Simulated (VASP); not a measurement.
# P in VASP: notebook, part 2 of 2

VASP 6.6.1.

## 3. Single point, PBEsol (strained)

INCAR reads:

```
SYSTEM = P
PREC = Accurate ; ENCUT = 520
EDIFF = 1E-6 ; ISMEAR = 0
SIGMA = 0.02 ; LREAL = .False.
LASPH = .True. ; NELM = 60
ALGO = Normal ; ISIF = 2
LWAVE = .False. ; LCHARG = .True.
GGA = PS ; LELF = .True.
LVHAR = .True. ; NBANDS = 18
```

KPOINTS reads:

```
regular mesh
0
Gamma
  8 1 6
  0 0 0
```

POSCAR reads:

```
P
1.0
    3.5235383554      0.0000000000      0.0000000000
    0.0000000000     35.9215647164      0.0000000000
    0.0000000000      0.0000000000      4.6113329705
P
4
Direct
    0.0000000000      0.9703516590      0.5792153970
    0.0000000000      0.0296483410      0.4207846030
    0.5000000000      0.0296483410      0.0792153970
    0.5000000000      0.9703516590      0.9207846030
```

Potentials or basis: VASP PAW PBE potentials, release 64 (P).

Launch:

```
cat potpaw_PBE.64/P/POTCAR > POTCAR
mpirun -np 1 vasp_std > vasp.out
```

OUTCAR:

```text
SYSTEM = P
   PREC = Accurate
   ENCUT = 520
   EDIFF = 1E-6
   ISMEAR = 0
   LREAL = .False.
   LASPH = .True.
   NELM = 60
   ISIF = 2
   GGA = PS

 ion  position               nearest neighbor table
   1  0.000  0.970  0.579-   2 2.25   4 2.36   4 2.36
   2  0.000  0.030  0.421-   1 2.25   3 2.36   3 2.36
   3  0.500  0.030  0.079-   4 2.25   2 2.36   2 2.36
   4  0.500  0.970  0.921-   3 2.25   1 2.36   1 2.36

  LATTYP: Found a simple orthorhombic cell.
[... 614 lines left out ...]

  FORCE on cell =-STRESS in cart. coord.  units (eV):
  Direction    XX          YY          ZZ          XY          YZ          ZX
  --------------------------------------------------------------------------------------
  -------------------------------------------------------------------------------------
  Total       -6.9314677     -1.1745955     -4.9154490      0.0000000      0.0000000      0.0000000
  in kB      -19.0272076     -3.2243204    -13.4931406      0.0000000      0.0000000      0.0000000
  external PRESSURE =     -11.9148896 kB  Pullay stress =       0.0000000 kB

 VOLUME and BASIS-vectors are now :
 -----------------------------------------------------------------------------
  energy-cutoff  :      520.00
  volume of cell :      583.66
      direct lattice vectors                 reciprocal lattice vectors
     3.523538355  0.000000000  0.000000000     0.283805624  0.000000000  0.000000000
     0.000000000 35.921564716  0.000000000     0.000000000  0.027838431  0.000000000
     0.000000000  0.000000000  4.611332971     0.000000000  0.000000000  0.216857036

 POSITION                                       TOTAL-FORCE (eV/Angst)
 -----------------------------------------------------------------------------------
      0.00000     34.85655      2.67096         0.000000      0.272438      0.852841
      0.00000      1.06501      1.94038        -0.000000     -0.272438     -0.852841
      1.76177      1.06501      0.36529        -0.000000     -0.272438      0.852841
      1.76177     34.85655      4.24604        -0.000000      0.272438     -0.852841
 -----------------------------------------------------------------------------------
    total drift:                               -0.000000      0.000000     -0.000000

  FREE ENERGIE OF THE ION-ELECTRON SYSTEM (eV)
  ---------------------------------------------------
  free  energy   TOTEN  =       -22.4368865059 eV

  energy  without entropy=      -22.4368865059  energy(sigma->0) =      -22.43688651
```

OSZICAR:

```text
N       E                     dE             d eps       ncg     rms          rms(c)
DAV:   1     0.133387777964E+03    0.13339E+03   -0.52693E+03   720   0.707E+02
DAV:   2    -0.335306779446E+01   -0.13674E+03   -0.12777E+03  1218   0.123E+02
DAV:   3    -0.221807506658E+02   -0.18828E+02   -0.18747E+02   972   0.562E+01
DAV:   4    -0.225920119421E+02   -0.41126E+00   -0.41027E+00   964   0.109E+01
[... 14 lines left out ...]
DAV:  19    -0.224368795566E+02   -0.70859E-05   -0.13555E-07   776   0.114E-03    0.400E-03
DAV:  20    -0.224368829066E+02   -0.33500E-05   -0.42816E-08   722   0.703E-04    0.148E-03
DAV:  21    -0.224368849902E+02   -0.20837E-05   -0.28715E-08   718   0.519E-04    0.529E-04
DAV:  22    -0.224368861890E+02   -0.11988E-05   -0.18792E-08   682   0.380E-04    0.525E-04
DAV:  23    -0.224368865059E+02   -0.31686E-06   -0.17102E-09   626   0.170E-04
   1 F= -.22436887E+02 E0= -.22436887E+02  d E =-.247505E-19
```

stdout:

```text
POSCAR found type information on POSCAR P
 POSCAR found :  1 types and       4 ions
 scaLAPACK will be used
 -----------------------------------------------------------------------------
|                                                                             |
|                                                                             |
|     You enforced a specific xc type in the INCAR file but a different       |
|     I HOPE YOU KNOW WHAT YOU ARE DOING!                                     |
|                                                                             |
 -----------------------------------------------------------------------------

 LDA part: xc-table for (Slater+PW92), standard interpolation
 POSCAR, INCAR and KPOINTS ok, starting setup
 FFT: planning ... GRIDC
 FFT: planning ... GRID_SOFT
 FFT: planning ... GRID
 WAVECAR not read
 entering main loop
```

It took 3.5 min on 1 thread of Intel Xeon 6975P-C (Granite Rapids), shared host; peak memory 0.65 GiB.

Results:

```
Free energy            : -22.4369 eV
Largest force          : 0.895 eV/Å
Band gap on the k mesh : 1.18 eV (least direct gap 1.47 eV)
```

Forces on the atoms (eV/Å):
```
P    0.000  0.272  0.853
P    0.000 -0.272 -0.853
P    0.000 -0.272  0.853
P    0.000  0.272 -0.853
```

Caveat: the cell differs from its parent crystal (strained); there is no dipole correction, which matters where the two faces differ; the PAW data sets were made with another functional, which shifts forces and pressure a little.

## 4. Single point, PBEsol (strained)

INCAR reads:

```
PREC = Accurate
ENCUT = 520
EDIFF = 1E-6
ISMEAR = 0
SIGMA = 0.02
LREAL = F
LASPH = T
NELM = 80
ALGO = Normal
ISIF = 2
LWAVE = F
LCHARG = F
GGA = PS
NBANDS = 18
```

KPOINTS reads:

```
regular mesh
0
Gamma
  8 1 6
```

POSCAR reads:

```
P
1.0
    3.3788901493      0.0000000000      0.0000000000
    0.0000000000     38.5208535174      0.0000000000
    0.0000000000      0.0000000000      4.6377821742
P
4
Direct
    0.0000000000      0.9662669303      0.6041963294
    0.0000000000      0.0337330697      0.3958036706
    0.5000000000      0.0337330697      0.1041963294
    0.5000000000      0.9662669303      0.8958036706
```

Launch:

```
cat potpaw_PBE.64/P/POTCAR > POTCAR
mpirun -np 1 vasp_std > vasp.out
```

It took 3.4 min on 1 thread of Intel Xeon 6975P-C (Granite Rapids), shared host; peak memory 0.66 GiB.

It converged, with:

```yaml
Free_energy: -21.6988 eV
Largest_force: 1.473 eV/Å
Band_gap_on_the_k_mesh: 0.19 eV (least direct gap 0.30 eV)
```

Forces in eV/Å, atoms in the order of the input:
```
P    0.000  0.915 -1.155
P    0.000 -0.915  1.155
P    0.000 -0.915 -1.155
P    0.000  0.915  1.155
```

Levels at points of the mesh, in eV from the valence-band top:
| k point | band 6 | band 7 | band 8 | band 9 | band 10 | band 11 | band 12 | band 13 | band 14 | band 15 |
| --- | --- | --- | --- | --- | --- | --- | --- | --- | --- | --- |
| (0.00, 0.00, 0.00) | -3.29 | -3.14 | -2.74 | -1.57 | -0.59 | 0.83 | 1.41 | 1.98 | 4.46 | 4.62 |
| (0.50, 0.00, 0.00) | -3.50 | -2.21 | -2.21 | -1.71 | -1.71 | 0.82 | 0.82 | 2.86 | 2.86 | 3.11 |
| (0.00, 0.00, 0.50) | -3.07 | -2.94 | -2.94 | 0.00 | 0.00 | 1.51 | 1.51 | 2.54 | 2.54 | 4.33 |
| (0.50, 0.00, 0.50) | -4.07 | -3.70 | -3.70 | -1.21 | -1.21 | 0.86 | 0.86 | 5.42 | 5.42 | 6.08 |

Caveat: the cell differs from its parent crystal (strained); there is no dipole correction, which matters where the two faces differ; semilocal functionals underestimate gaps, and a narrow one can read as zero; the PAW data sets were made with another functional, which shifts forces and pressure a little.

## 5. The runs side by side

```csv
cell,gap on the mesh (eV),largest force (eV/Å)
"a = 3.247, b = 34.482, c = 4.637 Å, 4 atoms, atomic positions A",0.94,0.22
"a = 3.524, b = 35.922, c = 4.611 Å, 4 atoms, atomic positions B",1.18,0.90
"a = 3.379, b = 38.521, c = 4.638 Å, 4 atoms, atomic positions C",0.19,1.47
```

Alike in all rows: task single point; level PBEsol; potentials or basis VASP PAW PBE potentials, release 64 (P); no spin polarisation; k mesh 8 × 1 × 6; cutoff (eV) 520; smearing gaussian 0.02 eV.

Caveats: there is no dipole correction, which matters where the two faces differ; the PAW data sets were made with another functional, which shifts forces and pressure a little; semilocal functionals underestimate gaps, and a narrow one can read as zero (at least some runs).

Absolute energies hang on the potentials; compare differences alone.
